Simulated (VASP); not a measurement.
# MgO (Periclase) (Fm-3m) in VASP: further runs

The runs below take MgO (Periclase) through single point, with PBE.

Everything below comes from runs of VASP 6.6.1. Logs are shortened: lines on timing, memory, paths and dates and some standing lists are left out, and cuts for length are marked.

### 1 The cell of the first run

Symmetry: Fm-3m, No. 225, cubic system. Conventional cell: a = 4.204 Å, b = 4.204 Å, c = 4.204 Å, α = 90.00°, β = 90.00°, γ = 90.00°. Mg (site symmetry m-3m) has 6 O at 2.10 Å within 2.8 Å. O (site symmetry m-3m) has 6 Mg at 2.10 Å within 2.8 Å.

### 2 Single point, PBE

INCAR reads:

```
PREC = Accurate
ENCUT = 520
EDIFF = 1E-7
ISMEAR = 0
SIGMA = 0.01
LREAL = F
LASPH = T
NELM = 80
ALGO = Normal
ISIF = 2
LWAVE = F
LCHARG = T
GGA = PE
LELF = T
LVHAR = T
NBANDS = 11
```

KPOINTS reads:

```
Automatic mesh
0
Gamma
  6 6 6
```

POSCAR reads:

```
MgO
1.0
    0.0000000000      2.1021680189      2.1021680189
    2.1021680189      0.0000000000      2.1021680189
    2.1021680189      2.1021680189      0.0000000000
Mg O
1 1
Direct
    0.0000000000      0.0000000000      0.0000000000
    0.5000000000      0.5000000000      0.5000000000
```

Potentials or basis: VASP PAW PBE potentials, release 64 (Mg, O).

Launch:

```console
$ cat potpaw_PBE.64/Mg/POTCAR potpaw_PBE.64/O/POTCAR > POTCAR
$ mpirun -np 1 vasp_std > vasp.out
```

OUTCAR:

```text
PREC = Accurate
   ENCUT = 520
   EDIFF = 1E-7
   ISMEAR = 0
   LREAL = F
   LASPH = T
   NELM = 80
   ISIF = 2
   GGA = PE

 ion  position               nearest neighbor table
   1  0.000  0.000  0.000-   2 2.10   2 2.10   2 2.10   2 2.10   2 2.10   2 2.10
   2  0.500  0.500  0.500-   1 2.10   1 2.10   1 2.10   1 2.10   1 2.10   1 2.10

  LATTYP: Found a face centered cubic cell.
 ALAT       =     4.2043360378

  Lattice vectors:

 A1 = (   0.0000000000,   2.1021680189,   2.1021680189)
 A2 = (   2.1021680189,   0.0000000000,   2.1021680189)
 A3 = (   2.1021680189,   2.1021680189,   0.0000000000)

Analysis of symmetry for initial positions (statically):
=====================================================================
 Subroutine PRICEL returns:
 Original cell was already a primitive cell.

 Routine SETGRP: Setting up the symmetry group for a
 face centered cubic supercell.

 Subroutine GETGRP returns: Found 48 space group operations
 (whereof 48 operations were pure point group operations)
 out of a pool of 48 trial point group operations.

The static configuration has the point symmetry O_h .

Analysis of symmetry for dynamics (positions and initial velocities):
=====================================================================
 Subroutine PRICEL returns:
 Original cell was already a primitive cell.

 Routine SETGRP: Setting up the symmetry group for a
 face centered cubic supercell.

 Subroutine GETGRP returns: Found 48 space group operations
 (whereof 48 operations were pure point group operations)
 out of a pool of 48 trial point group operations.

The dynamic configuration has the point symmetry O_h .

 Subroutine INISYM returns: Found 48 space group operations
 (whereof 48 operations are pure point group operations),
 and found     1 'primitive' translations

----------------------------------------------------------------------------------------

                                     Primitive cell

  volume of cell :      18.5794

  direct lattice vectors                    reciprocal lattice vectors
     0.000000000  2.102168019  2.102168019    -0.237849684  0.237849684  0.237849684
     2.102168019  0.000000000  2.102168019     0.237849684 -0.237849684  0.237849684
     2.102168019  2.102168019  0.000000000     0.237849684  0.237849684 -0.237849684

  length of vectors
     2.972914523  2.972914523  2.972914523     0.411967738  0.411967738  0.411967738

  position of ions in fractional coordinates (direct lattice)
     0.000000000  0.000000000  0.000000000
     0.500000000  0.500000000  0.500000000

  ion indices of the primitive-cell ions
   primitive index   ion index
                 1           1
                 2           2

----------------------------------------------------------------------------------------

 KPOINTS: Automatic mesh

Automatic generation of k-mesh.
 Grid dimensions read from file:
 generate k-points for:    6    6    6

 Generating k-lattice:

  Cartesian coordinates                     Fractional coordinates (reciprocal lattice)
    -0.039641614  0.039641614  0.039641614     0.166666667  0.000000000  0.000000000
     0.039641614 -0.039641614  0.039641614     0.000000000  0.166666667  0.000000000
     0.039641614  0.039641614 -0.039641614     0.000000000  0.000000000  0.166666667

  Length of vectors
     0.068661290  0.068661290  0.068661290

  Shift w.r.t. Gamma in fractional coordinates (k-lattice)
     0.000000000  0.000000000  0.000000000

 Subroutine IBZKPT returns following result:
 ===========================================

 Found     16 irreducible k-points:

 Following reciprocal coordinates:
            Coordinates               Weight
  0.000000  0.000000  0.000000      1.000000
  0.166667  0.000000  0.000000      8.000000
  0.333333  0.000000  0.000000      8.000000
  0.500000  0.000000  0.000000      4.000000
  0.166667  0.166667  0.000000      6.000000
  0.333333  0.166667  0.000000     24.000000
[... 8 lines left out ...]
 -0.333333  0.333333  0.166667     24.000000
 -0.333333  0.500000  0.166667     12.000000
   k-points           NKPTS =     16   k-points in BZ     NKDIM =     16   number of bands    NBANDS=     11
   number of dos      NEDOS =    301   number of ions     NIONS =      2
   total plane-waves  NPLWV =  13824
   dimension x,y,z NGX =    24 NGY =   24 NGZ =   24
   dimension x,y,z NGXF=    48 NGYF=   48 NGZF=   48
   ions per type =               1   1
   NGX,Y,Z   is equivalent  to a cutoff of  13.42, 13.42, 13.42 a.u.
   NGXF,Y,Z  is equivalent  to a cutoff of  26.84, 26.84, 26.84 a.u.
 SYSTEM =  unknown system
   PREC   = accura    normal or accurate (medium, high low for compatibility)
   ISTART =      0    job   : 0-new  1-cont  2-samecut
   ICHARG =      2    charge: 1-file 2-atom 10-const
   ISPIN  =      1    spin polarized calculation?
   LNONCOLLINEAR =      F non collinear calculations
   LSORBIT =      F    spin-orbit coupling
   LASPH  =      T    aspherical Exc in radial PAW
   ENCUT  =  520.0 eV  38.22 Ry    6.18 a.u.   5.53  5.53  5.53*2*pi/ulx,y,z
   NELM   =     80;   NELMIN=  2; NELMDL= -5     # of ELM steps
   EDIFF  = 0.1E-06   stopping-criterion for ELM
   LREAL  =      F    real-space projection
   EDIFFG = 0.1E-05   stopping-criterion for IOM
   NSW    =      0    number of steps for IOM
   IBRION =     -1    ionic relax: 0-MD 1-quasi-New 2-CG
   NFREE  =      0    steps in history (QN), initial steepest desc. (CG)
   ISIF   =      2    stress and relaxation
   ISYM   =      2    0-nonsym 1-usesym 2-fastsym
   POTIM  = 0.5000    time-step for ionic-motion
   TEBEG  =    0.0;   TEEND  =   0.0 temperature during run
   PSTRESS=    0.0 pullay stress
   NELECT =       8.0000    total number of electrons
   NUPDOWN=      -1.0000    fix difference up-down
   EMIN   =  10.00;   EMAX   =-10.00  energy-range for DOS
   EFERMI =   0.00;   METHOD = LEGACY
   ISMEAR =     0;   SIGMA  =   0.01  broadening in eV -4-tet -1-fermi 0-gaus
   EFERMI_NEDOS =   21; number of points for ismear=-14 and -15
   IALGO  =     38    algorithm
   IMIX   =      4    mixing-type and parameters
     AMIX     =   0.40;   BMIX     =  1.00
     AMIX_MAG =   1.60;   BMIX_MAG =  1.00
  volume/ion in A,a.u.               =       9.29        62.69
  Fermi-wavevector in a.u.,A,eV,Ry     =   1.236215  2.336108 20.792804  1.528228
  Thomas-Fermi vector in A             =   2.370833
   LORBIT       =      0    0 simple, 1 ext, 2 COOP (PROOUT), +10 PAW based schemes
   GGA     = PE    functional components
   LHFCALC =     F    Hartree Fock is set to
   AEXX    =    0.0000 exact exchange contribution
   IVDW    =     0    specifies the selected vdW correction
   LEPSILON=     F    determine dielectric tensor
   LRPA    =     F    only Hartree local field effects (RPA)
 non-spin polarized calculation
 Gauss-broadening in eV      SIGMA  =   0.01
  energy-cutoff  :      520.00
  volume of cell :       18.58
 maximum number of plane-waves:       531
 NGX is ok and might be reduce to    24
   NGX = 11   NGY = 11   NGZ = 11

 number of electron       8.0000004 magnetization

 Free energy of the ion-electron system (eV)
  ---------------------------------------------------
  ext. energy  EPLUGINS =         0.00000000
  ---------------------------------------------------
  free energy    TOTEN  =       -11.90221118 eV

  energy without entropy =      -11.90221118  energy(sigma->0) =      -11.90221118

 E-fermi :   3.2928     XC(G=0): -11.1046

 val. band max:        3.2290433540   @ k =   0.0000   0.0000   0.0000
 cond. band min:       8.0089850872   @ k =   0.0000   0.0000   0.0000
 fundamental gap:      4.7799417333
 Fermi energy:         3.2928273326

 k-point     1 :       0.0000    0.0000    0.0000
  band No.  band energies     occupation
      1     -14.0629      2.00000
      2       3.2290      2.00000
      3       3.2290      2.00000
      4       3.2290      2.00000
      5       8.0090      0.00000
      6      19.0595      0.00000
      7      19.0595      0.00000
      8      19.0595      0.00000
      9      22.9909      0.00000
     10      24.7715      0.00000
     11      24.7715      0.00000

 k-point     2 :       0.1667    0.0000    0.0000
  band No.  band energies     occupation
      1     -13.7771      2.00000
      2       1.7154      2.00000
      3       3.0531      2.00000
      4       3.0531      2.00000
      5       9.4313      0.00000
      6      16.7283      0.00000
      7      19.6379      0.00000
      8      19.6379      0.00000
      9      23.4972      0.00000
     10      23.4972      0.00000
     11      25.5990      0.00000

 k-point     3 :       0.3333    0.0000    0.0000
  band No.  band energies     occupation
      1     -13.1341      2.00000
      2      -0.4575      2.00000
      3       2.7243      2.00000
      4       2.7243      2.00000
      5      10.9398      0.00000
      6      15.5976      0.00000
      7      19.8583      0.00000
      8      19.8583      0.00000
      9      24.1929      0.00000
     10      24.1929      0.00000
     11      24.7504      0.00000

 k-point     4 :       0.5000    0.0000    0.0000
  band No.  band energies     occupation
      1     -12.7646      2.00000
      2      -1.4116      2.00000
      3       2.5698      2.00000
      4       2.5698      2.00000
      5      11.1605      0.00000
      6      15.8987      0.00000
      7      19.5960      0.00000
      8      19.5960      0.00000
      9      24.2034      0.00000
     10      25.8014      0.00000
     11      25.8014      0.00000
[... 127 lines left out ...]
 k-point    14 :       0.5000    0.3333    0.1667
  band No.  band energies     occupation
      1     -12.7589      2.00000
      2      -0.3269      2.00000
      3       1.3675      2.00000
      4       2.2056      2.00000
      5      13.2880      0.00000
      6      14.3284      0.00000
      7      16.8461      0.00000
      8      20.4900      0.00000
      9      22.7544      0.00000
     10      26.1885      0.00000
     11      31.1834      0.00000

 k-point    15 :      -0.3333    0.3333    0.1667
  band No.  band energies     occupation
      1     -12.5329      2.00000
      2      -0.3768      2.00000
      3       0.7473      2.00000
      4       1.9548      2.00000
      5      13.8379      0.00000
      6      15.2228      0.00000
      7      16.0246      0.00000
      8      19.7952      0.00000
      9      24.0805      0.00000
     10      25.3119      0.00000
     11      31.0499      0.00000

 k-point    16 :      -0.3333    0.5000    0.1667
  band No.  band energies     occupation
      1     -12.4640      2.00000
      2      -0.3494      2.00000
      3       0.9748      2.00000
      4       1.5513      2.00000
      5      13.8021      0.00000
      6      14.7078      0.00000
      7      15.7571      0.00000
      8      19.8022      0.00000
      9      23.4918      0.00000
     10      27.9560      0.00000
     11      29.5163      0.00000

------------------------ aborting loop because EDIFF is reached ----------------------------------------

  FORCE on cell =-STRESS in cart. coord.  units (eV):
  Direction    XX          YY          ZZ          XY          YZ          ZX
  --------------------------------------------------------------------------------------
  -------------------------------------------------------------------------------------
  Total        0.5681534      0.5681534      0.5681534     -0.0000000      0.0000000     -0.0000000
  in kB       48.9941196     48.9941196     48.9941196     -0.0000000      0.0000000     -0.0000000
  external PRESSURE =      48.9941196 kB  Pullay stress =       0.0000000 kB

 VOLUME and BASIS-vectors are now :
 -----------------------------------------------------------------------------
  energy-cutoff  :      520.00
  volume of cell :       18.58
      direct lattice vectors                 reciprocal lattice vectors
     0.000000000  2.102168019  2.102168019    -0.237849684  0.237849684  0.237849684
     2.102168019  0.000000000  2.102168019     0.237849684 -0.237849684  0.237849684
     2.102168019  2.102168019  0.000000000     0.237849684  0.237849684 -0.237849684

 POSITION                                       TOTAL-FORCE (eV/Angst)
 -----------------------------------------------------------------------------------
      0.00000      0.00000      0.00000         0.000000      0.000000     -0.000000
      2.10217      2.10217      2.10217         0.000000      0.000000      0.000000
 -----------------------------------------------------------------------------------
    total drift:                               -0.000000     -0.000000      0.000000

  FREE ENERGIE OF THE ION-ELECTRON SYSTEM (eV)
  ---------------------------------------------------
  free  energy   TOTEN  =       -11.9022111846 eV

  energy  without entropy=      -11.9022111846  energy(sigma->0) =      -11.90221118
```

Run time: 4.2 s. Hardware: 1 thread of Intel Xeon 6975P-C (Granite Rapids), shared host; peak memory 0.13 GiB.

Results:

| Item | Value |
| --- | --- |
| Free energy | -11.9022 eV |
| Pressure | 4.9 GPa |
| Band gap on the k mesh | 4.78 eV, direct |

Levels at points of the mesh, in eV from the valence-band top:
| k point | band 1 | band 2 | band 3 | band 4 | band 5 | band 6 | band 7 | band 8 | band 9 |
| --- | --- | --- | --- | --- | --- | --- | --- | --- | --- |
| (0.00, 0.00, 0.00) | -17.29 | 0.00 | 0.00 | 0.00 | 4.78 | 15.83 | 15.83 | 15.83 | 19.76 |
| (0.50, 0.00, 0.00) | -15.99 | -4.64 | -0.66 | -0.66 | 7.93 | 12.67 | 16.37 | 16.37 | 20.97 |
| (0.50, 0.50, 0.00) | -15.73 | -4.11 | -1.36 | -1.36 | 9.13 | 10.03 | 13.16 | 19.06 | 19.06 |

Caveat: the k points lie up to 0.43 Å⁻¹ apart.

### 3 Single point, PBE

INCAR reads:

```
SYSTEM = MgO
ALGO = Normal
EDIFF = 1E-7
ENCUT = 520
GGA = PE
ISIF = 2
ISMEAR = -1
LASPH = .TRUE.
LCHARG = .TRUE.
LELF = .TRUE.
LREAL = .FALSE.
LVHAR = .TRUE.
LWAVE = .FALSE.
NBANDS = 11
NELM = 100
PREC = Accurate
SIGMA = 0.02
```

KPOINTS reads:

```
k-points
0
G
  10 10 10
  0 0 0
```

POSCAR is that of step 2.

Potentials or basis: VASP PAW PBE potentials, release 64 (Mg, O).

Launch:

```console
$ cat potpaw_PBE.64/Mg/POTCAR potpaw_PBE.64/O/POTCAR > POTCAR
$ mpirun -np 1 vasp_std > vasp.out
```

It took 7.7 s on 1 thread of Intel Xeon 6975P-C (Granite Rapids), shared host; peak memory 0.14 GiB.

Results (log left out):

```yaml
Free_energy: -11.9026 eV
Pressure: 4.9 GPa
Band_gap_on_the_k_mesh: 4.78 eV, direct
```

Levels at points of the mesh, in eV from the valence-band top:
| k point | band 2 | band 3 | band 4 | band 5 | band 6 | band 7 |
| --- | --- | --- | --- | --- | --- | --- |
| (0.00, 0.00, 0.00) | 0.00 | 0.00 | 0.00 | 4.78 | 15.83 | 15.83 |
| (0.50, 0.00, 0.00) | -4.64 | -0.66 | -0.66 | 7.93 | 12.67 | 16.37 |
| (0.50, 0.50, 0.00) | -4.11 | -1.36 | -1.36 | 9.13 | 10.03 | 13.16 |

A hybrid or GW would open this gap; PBE tends to underestimate it.
